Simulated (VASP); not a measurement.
# Si (Fd-3m) in VASP: notebook

Si is run at these levels: LDA; tasks: electric field gradients.

Everything below comes from runs of VASP 6.6.1. Logs are shortened: lines on timing, memory, paths and dates and some standing lists are left out, and cuts for length are marked.

## 1. The cell of the first run

Symmetry: Fd-3m, No. 227, cubic system. Conventional cell: a = 5.431 Å, b = 5.431 Å, c = 5.431 Å, α = 90.00°, β = 90.00°, γ = 90.00°. Si (site symmetry -43m) has 4 Si at 2.35 Å within 3.1 Å.

## 2. Electric field gradients, LDA

File INCAR:

```
SYSTEM = Si
ALGO = Normal ; EDIFF = 1E-8
ENCUT = 520 ; GGA = CA
ISIF = 2 ; ISMEAR = -1
LASPH = .TRUE. ; LCHARG = .FALSE.
LEFG = .TRUE. ; LREAL = .FALSE.
LWAVE = .FALSE. ; NBANDS = 11
NELM = 60 ; PREC = Accurate
SIGMA = 0.08
```

File KPOINTS:

```
k-points
0
G
  12 12 12
  0 0 0
```

File POSCAR:

```
Si
1.0
    0.0000000000      2.7154700000      2.7154700000
    2.7154700000      0.0000000000      2.7154700000
    2.7154700000      2.7154700000      0.0000000000
Si
2
Direct
    0.5000000000      0.5000000000      0.5000000000
    0.7500000000      0.7500000000      0.7500000000
```

Potentials or basis: VASP PAW LDA potentials, release 64 (Si).

On the command line:

```
$ cat potpaw_LDA.64/Si/POTCAR > POTCAR
$ mpirun -np 1 vasp_std > vasp.out
```

OUTCAR:

```text
SYSTEM = Si
   EDIFF = 1E-8
   ENCUT = 520
   GGA = CA
   ISIF = 2
   ISMEAR = -1
   LASPH = .TRUE.
   LREAL = .FALSE.
   NELM = 60
   PREC = Accurate

 ion  position               nearest neighbor table
   1  0.500  0.500  0.500-   2 2.35   2 2.35   2 2.35   2 2.35
   2  0.750  0.750  0.750-   1 2.35   1 2.35   1 2.35   1 2.35

  LATTYP: Found a face centered cubic cell.
 ALAT       =     5.4309400000

  Lattice vectors:

 A1 = (   0.0000000000,   2.7154700000,   2.7154700000)
 A2 = (   2.7154700000,   0.0000000000,   2.7154700000)
 A3 = (   2.7154700000,   2.7154700000,   0.0000000000)

Analysis of symmetry for initial positions (statically):
=====================================================================
 Subroutine PRICEL returns:
 Original cell was already a primitive cell.

 Routine SETGRP: Setting up the symmetry group for a
 face centered cubic supercell.

 Subroutine GETGRP returns: Found 48 space group operations
 (whereof 24 operations were pure point group operations)
 out of a pool of 48 trial point group operations.

The static configuration has the point symmetry T_d .
 The point group associated with its full space group is O_h .

Analysis of symmetry for dynamics (positions and initial velocities):
=====================================================================
 Subroutine PRICEL returns:
 Original cell was already a primitive cell.

 Routine SETGRP: Setting up the symmetry group for a
 face centered cubic supercell.

 Subroutine GETGRP returns: Found 48 space group operations
 (whereof 24 operations were pure point group operations)
 out of a pool of 48 trial point group operations.

The dynamic configuration has the point symmetry T_d .
 The point group associated with its full space group is O_h .

 Subroutine INISYM returns: Found 48 space group operations
 (whereof 24 operations are pure point group operations),
 and found     1 'primitive' translations

----------------------------------------------------------------------------------------

                                     Primitive cell

  volume of cell :      40.0465

  direct lattice vectors                    reciprocal lattice vectors
     0.000000000  2.715470000  2.715470000    -0.184130187  0.184130187  0.184130187
     2.715470000  0.000000000  2.715470000     0.184130187 -0.184130187  0.184130187
     2.715470000  2.715470000  0.000000000     0.184130187  0.184130187 -0.184130187

  length of vectors
     3.840254502  3.840254502  3.840254502     0.318922840  0.318922840  0.318922840

  position of ions in fractional coordinates (direct lattice)
     0.500000000  0.500000000  0.500000000
     0.750000000  0.750000000  0.750000000

  ion indices of the primitive-cell ions
   primitive index   ion index
                 1           1
                 2           2

----------------------------------------------------------------------------------------

 KPOINTS: k-points

Automatic generation of k-mesh.
 Grid dimensions read from file:
 generate k-points for:   12   12   12

 Generating k-lattice:

  Cartesian coordinates                     Fractional coordinates (reciprocal lattice)
    -0.015344182  0.015344182  0.015344182     0.083333333  0.000000000  0.000000000
     0.015344182 -0.015344182  0.015344182     0.000000000  0.083333333  0.000000000
     0.015344182  0.015344182 -0.015344182     0.000000000  0.000000000  0.083333333

  Length of vectors
     0.026576903  0.026576903  0.026576903

  Shift w.r.t. Gamma in fractional coordinates (k-lattice)
     0.000000000  0.000000000  0.000000000

 Subroutine IBZKPT returns following result:
 ===========================================

 Found     72 irreducible k-points:

 Following reciprocal coordinates:
            Coordinates               Weight
  0.000000  0.000000  0.000000      1.000000
  0.083333  0.000000  0.000000      8.000000
  0.166667  0.000000  0.000000      8.000000
  0.250000  0.000000  0.000000      8.000000
  0.333333  0.000000  0.000000      8.000000
  0.416667  0.000000  0.000000      8.000000
[... 16 lines left out ...]
  0.500000  0.166667  0.000000     24.000000
 -0.416667  0.166667  0.000000     24.000000
 [... further k-points ...]
   k-points           NKPTS =     72   k-points in BZ     NKDIM =     72   number of bands    NBANDS=     11
   number of dos      NEDOS =    301   number of ions     NIONS =      2
   total plane-waves  NPLWV =  27000
   dimension x,y,z NGX =    30 NGY =   30 NGZ =   30
   dimension x,y,z NGXF=    60 NGYF=   60 NGZF=   60
   ions per type =               2
   NGX,Y,Z   is equivalent  to a cutoff of  12.99, 12.99, 12.99 a.u.
   NGXF,Y,Z  is equivalent  to a cutoff of  25.97, 25.97, 25.97 a.u.
 SYSTEM =  Si
   PREC   = accura    normal or accurate (medium, high low for compatibility)
   ISTART =      0    job   : 0-new  1-cont  2-samecut
   ICHARG =      2    charge: 1-file 2-atom 10-const
   ISPIN  =      1    spin polarized calculation?
   LNONCOLLINEAR =      F non collinear calculations
   LSORBIT =      F    spin-orbit coupling
   LASPH  =      T    aspherical Exc in radial PAW
   ENCUT  =  520.0 eV  38.22 Ry    6.18 a.u.   7.14  7.14  7.14*2*pi/ulx,y,z
   NELM   =     60;   NELMIN=  2; NELMDL= -5     # of ELM steps
   EDIFF  = 0.1E-07   stopping-criterion for ELM
   LREAL  =      F    real-space projection
   EDIFFG = 0.1E-06   stopping-criterion for IOM
   NSW    =      0    number of steps for IOM
   IBRION =     -1    ionic relax: 0-MD 1-quasi-New 2-CG
   NFREE  =      0    steps in history (QN), initial steepest desc. (CG)
   ISIF   =      2    stress and relaxation
   ISYM   =      2    0-nonsym 1-usesym 2-fastsym
   POTIM  = 0.5000    time-step for ionic-motion
   TEBEG  =    0.0;   TEEND  =   0.0 temperature during run
   PSTRESS=    0.0 pullay stress
   NELECT =       8.0000    total number of electrons
   NUPDOWN=      -1.0000    fix difference up-down
   EMIN   =  10.00;   EMAX   =-10.00  energy-range for DOS
   EFERMI =   0.00;   METHOD = LEGACY
   ISMEAR =    -1;   SIGMA  =   0.08  broadening in eV -4-tet -1-fermi 0-gaus
   EFERMI_NEDOS =   21; number of points for ismear=-14 and -15
   IALGO  =     38    algorithm
   IMIX   =      4    mixing-type and parameters
     AMIX     =   0.40;   BMIX     =  1.00
     AMIX_MAG =   1.60;   BMIX_MAG =  1.00
  volume/ion in A,a.u.               =      20.02       135.12
  Fermi-wavevector in a.u.,A,eV,Ry     =   0.957010  1.808487 12.461143  0.915868
  Thomas-Fermi vector in A             =   2.085990
   LORBIT       =      0    0 simple, 1 ext, 2 COOP (PROOUT), +10 PAW based schemes
   GGA     = CA    functional components
   LHFCALC =     F    Hartree Fock is set to
   AEXX    =    0.0000 exact exchange contribution
   IVDW    =     0    specifies the selected vdW correction
   LEPSILON=     F    determine dielectric tensor
   LRPA    =     F    only Hartree local field effects (RPA)
 non-spin polarized calculation
  energy-cutoff  :      520.00
  volume of cell :       40.05
 maximum number of plane-waves:      1090
 NGX is ok and might be reduce to    30
   NGX = 15   NGY = 15   NGZ = 15

 number of electron       8.0000000 magnetization

 Free energy of the ion-electron system (eV)
  ---------------------------------------------------
  ext. energy  EPLUGINS =         0.00000000
  ---------------------------------------------------
  free energy    TOTEN  =       -11.91704607 eV

  energy without entropy =      -11.91657191  energy(sigma->0) =      -11.91680899

 E-fermi :   5.9961     XC(G=0):  -9.6054

 val. band max:        5.7678626762   @ k =   0.0000   0.0000   0.0000
 cond. band min:       6.2376067492   @ k =   0.4167   0.4167   0.0000
 fundamental gap:      0.4697440729
 Fermi energy:         5.9960771269

 k-point     1 :       0.0000    0.0000    0.0000
  band No.  band energies     occupation
      1      -6.1883      2.00000
      2       5.7679      1.89091
      3       5.7679      1.89091
      4       5.7679      1.89091
      5       8.2922      0.00000
      6       8.2922      0.00000
      7       8.2922      0.00000
      8       8.9754      0.00000
      9      13.4451      0.00000
     10      13.4957      0.00000
     11      13.4957      0.00000

 k-point     2 :       0.0833    0.0000    0.0000
  band No.  band energies     occupation
      1      -6.0973      2.00000
      2       4.8991      2.00000
      3       5.6238      1.98113
      4       5.6238      1.98113
      5       8.3107      0.00000
      6       8.5036      0.00000
      7       8.5036      0.00000
      8       9.6607      0.00000
      9      13.2128      0.00000
     10      13.2128      0.00000
     11      13.8398      0.00000

 k-point     3 :       0.1667    0.0000    0.0000
  band No.  band energies     occupation
      1      -5.8270      2.00000
      2       3.3724      2.00000
      3       5.3173      1.99959
      4       5.3173      1.99959
      5       8.0290      0.00000
      6       8.9382      0.00000
      7       8.9382      0.00000
      8      11.0851      0.00000
      9      12.8305      0.00000
     10      12.8305      0.00000
     11      14.6094      0.00000

 k-point     4 :       0.2500    0.0000    0.0000
  band No.  band energies     occupation
      1      -5.3882      2.00000
      2       1.8257      2.00000
      3       5.0090      1.99999
      4       5.0090      1.99999
      5       7.6957      0.00000
      6       9.2307      0.00000
      7       9.2307      0.00000
      8      12.5316      0.00000
      9      12.9306      0.00000
     10      12.9306      0.00000
     11      14.5410      0.00000
[... 239 lines left out ...]
 k-point    22 :       0.4167    0.1667    0.0000
  band No.  band energies     occupation
      1      -4.2794      2.00000
      2       0.0859      2.00000
      3       3.3193      2.00000
      4       3.9379      2.00000
      5       7.6922      0.00000
      6       9.9475      0.00000
      7      10.6138      0.00000
      8      10.7312      0.00000
      9      15.4969      0.00000
     10      15.9219      0.00000
     11      16.4445      0.00000

 k-point    23 :       0.5000    0.1667    0.0000
  band No.  band energies     occupation
      1      -3.6931      2.00000
      2      -0.8511      2.00000
      3       2.9737      2.00000
      4       3.9926      2.00000
      5       7.7214      0.00000
      6       9.7991      0.00000
      7      10.3411      0.00000
      8      12.0971      0.00000
      9      15.0280      0.00000
     10      16.1941      0.00000
     11      17.3952      0.00000

 k-point    24 :      -0.4167    0.1667    0.0000
  band No.  band energies     occupation
      1      -3.5776      2.00000
      2      -1.0120      2.00000
      3       2.7589      2.00000
      4       4.1773      2.00000
      5       7.8670      0.00000
      6       9.7483      0.00000
      7      10.1147      0.00000
      8      13.6366      0.00000
      9      14.1849      0.00000
     10      14.5027      0.00000
     11      16.7824      0.00000

 [... further k-points ...]

------------------------ aborting loop because EDIFF is reached ----------------------------------------

  FORCE on cell =-STRESS in cart. coord.  units (eV):
  Direction    XX          YY          ZZ          XY          YZ          ZX
  --------------------------------------------------------------------------------------
  -------------------------------------------------------------------------------------
  Total       -0.3649444     -0.3649444     -0.3649444     -0.0000000     -0.0000000      0.0000000
  in kB      -14.6006537    -14.6006537    -14.6006537     -0.0000000     -0.0000000      0.0000000
  external PRESSURE =     -14.6006537 kB  Pullay stress =       0.0000000 kB

 VOLUME and BASIS-vectors are now :
 -----------------------------------------------------------------------------
  energy-cutoff  :      520.00
  volume of cell :       40.05
      direct lattice vectors                 reciprocal lattice vectors
     0.000000000  2.715470000  2.715470000    -0.184130187  0.184130187  0.184130187
     2.715470000  0.000000000  2.715470000     0.184130187 -0.184130187  0.184130187
     2.715470000  2.715470000  0.000000000     0.184130187  0.184130187 -0.184130187

 POSITION                                       TOTAL-FORCE (eV/Angst)
 -----------------------------------------------------------------------------------
      2.71547      2.71547      2.71547         0.000000      0.000000      0.000000
      4.07320      4.07320      4.07320        -0.000000     -0.000000     -0.000000
 -----------------------------------------------------------------------------------
    total drift:                                0.000000     -0.000000     -0.000000

  FREE ENERGIE OF THE ION-ELECTRON SYSTEM (eV)
  ---------------------------------------------------
  free  energy   TOTEN  =       -11.9170460657 eV

  energy  without entropy=      -11.9165719141  energy(sigma->0) =      -11.91680899

 Electric field gradients (V/A^2)
---------------------------------------------------------------------
 ion       V_xx      V_yy      V_zz      V_xy      V_xz      V_yz
---------------------------------------------------------------------
   1      -0.000    -0.000     0.000     0.000     0.000     0.000
   2      -0.000    -0.000     0.000     0.000     0.000     0.000
---------------------------------------------------------------------

 Electric field gradients after diagonalization (V/A^2)
 (convention: |V_zz| > |V_xx| > |V_yy|)
----------------------------------------------------------------------
 ion       V_xx      V_yy      V_zz     asymmetry (V_yy - V_xx)/ V_zz
----------------------------------------------------------------------
   1      -0.000    -0.000     0.000       0.000
   2      -0.000    -0.000     0.000       0.000
----------------------------------------------------------------------

           NMR quadrupolar parameters

 Cq : quadrupolar parameter    Cq=e*Q*V_zz/h
 eta: asymmetry parameters     (V_yy - V_xx)/ V_zz
 Q  : nuclear electric quadrupole moment in mb (millibarn)
----------------------------------------------------------------------
 ion       Cq(MHz)       eta       Q (mb)
----------------------------------------------------------------------
   1       0.000       0.000       1.000
   2       0.000       0.000       1.000
----------------------------------------------------------------------
```

It took 21 s on 1 thread of AMD EPYC 7R13 (Zen 3), shared host; peak memory 0.12 GiB.

Results:

```yaml
Free_energy: -11.9170 eV
Pressure: -1.5 GPa
Band_gap_on_the_k_mesh: 0.47 eV (least direct gap 2.52 eV)
Largest_electric_field_gradient_by_atom: zero within the noise of the run
```

Levels at points of the mesh, in eV from the valence-band top:
```
           k point  band 2  band 3  band 4  band 5  band 6  band 7
(0.00, 0.00, 0.00)    0.00    0.00    0.00    2.52    2.52    2.52
(0.50, 0.00, 0.00)   -6.99   -1.19   -1.19    1.43    3.29    3.29
(0.50, 0.50, 0.00)   -7.81   -2.85   -2.85    0.60    0.60    9.98
```

A k mesh can miss the band edges. As with any semilocal functional, this LDA gap is likely too small.

## 3. Electric field gradients, LDA (20.22 Å³/atom)

This run uses another cell than the first one, of 20.22 Å³/atom.

File INCAR:

```
SYSTEM = Si
PREC = Accurate
ENCUT = 520
EDIFF = 1E-8
ISMEAR = -1
SIGMA = 0.08
LREAL = .FALSE.
LASPH = .TRUE.
NELM = 100
ALGO = Normal
ISIF = 2
LWAVE = .FALSE.
LCHARG = .FALSE.
GGA = CA
LEFG = .TRUE.
NBANDS = 11
```

File KPOINTS:

```
Automatic mesh
0
G
  12 12 12
  0 0 0
```

File POSCAR:

```
Si
1.0
    0.0000000000      2.7244915613      2.7244915613
    2.7244915613      0.0000000000      2.7244915613
    2.7244915613      2.7244915613      0.0000000000
Si
2
Direct
    0.5000000000      0.5000000000      0.5000000000
    0.7500000000      0.7500000000      0.7500000000
```

Potentials or basis: VASP PAW LDA potentials, release 64 (Si).

On the command line:

```
$ cat potpaw_LDA.64/Si/POTCAR > POTCAR
$ mpirun -np 1 vasp_std > vasp.out
```

OUTCAR:

```text
SYSTEM = Si
   PREC = Accurate
   ENCUT = 520
   EDIFF = 1E-8
   ISMEAR = -1
   LREAL = .FALSE.
   LASPH = .TRUE.
   NELM = 100
   ISIF = 2
   GGA = CA

 ion  position               nearest neighbor table
   1  0.500  0.500  0.500-   2 2.36   2 2.36   2 2.36   2 2.36
   2  0.750  0.750  0.750-   1 2.36   1 2.36   1 2.36   1 2.36

  LATTYP: Found a face centered cubic cell.
 ALAT       =     5.4489831226

  Lattice vectors:

 A1 = (   0.0000000000,   2.7244915613,   2.7244915613)
 A2 = (   2.7244915613,   0.0000000000,   2.7244915613)
[... 550 lines left out ...]
  ---------------------------------------------------
  free  energy   TOTEN  =       -11.9123212252 eV

  energy  without entropy=      -11.9118815485  energy(sigma->0) =      -11.91210139

 Electric field gradients (V/A^2)
---------------------------------------------------------------------
 ion       V_xx      V_yy      V_zz      V_xy      V_xz      V_yz
---------------------------------------------------------------------
   1       0.000    -0.000    -0.000     0.000     0.000     0.000
   2      -0.000    -0.000    -0.000     0.000     0.000     0.000
---------------------------------------------------------------------

 Electric field gradients after diagonalization (V/A^2)
 (convention: |V_zz| > |V_xx| > |V_yy|)
----------------------------------------------------------------------
 ion       V_xx      V_yy      V_zz     asymmetry (V_yy - V_xx)/ V_zz
----------------------------------------------------------------------
   1      -0.000    -0.000     0.000       0.000
   2      -0.000    -0.000     0.000       0.000
----------------------------------------------------------------------

           NMR quadrupolar parameters

 Cq : quadrupolar parameter    Cq=e*Q*V_zz/h
 eta: asymmetry parameters     (V_yy - V_xx)/ V_zz
 Q  : nuclear electric quadrupole moment in mb (millibarn)
----------------------------------------------------------------------
 ion       Cq(MHz)       eta       Q (mb)
----------------------------------------------------------------------
   1       0.000       0.000       1.000
   2       0.000       0.000       1.000
----------------------------------------------------------------------
```

stdout:

```text
POSCAR found type information on POSCAR Si
 POSCAR found :  1 types and       2 ions
 scaLAPACK will be used
 LDA part: xc-table for (Slater(with rela. corr.)+CA(PZ))
 , standard interpolation
 POSCAR, INCAR and KPOINTS ok, starting setup
 FFT: planning ... GRIDC
 FFT: planning ... GRID_SOFT
 FFT: planning ... GRID
 WAVECAR not read
 entering main loop
ion   1

ion   2
```

Run time: 22 s. Hardware: 1 thread of AMD EPYC 7R13 (Zen 3), shared host; peak memory 0.12 GiB.

What came out:

```yaml
Free_energy: -11.9123 eV
Pressure: -2.3 GPa
Band_gap_on_the_k_mesh: 0.49 eV (least direct gap 2.52 eV)
Largest_electric_field_gradient_by_atom: zero within the noise of the run
```

A k mesh can miss the band edges.

(Continued in part 2 of 2.)
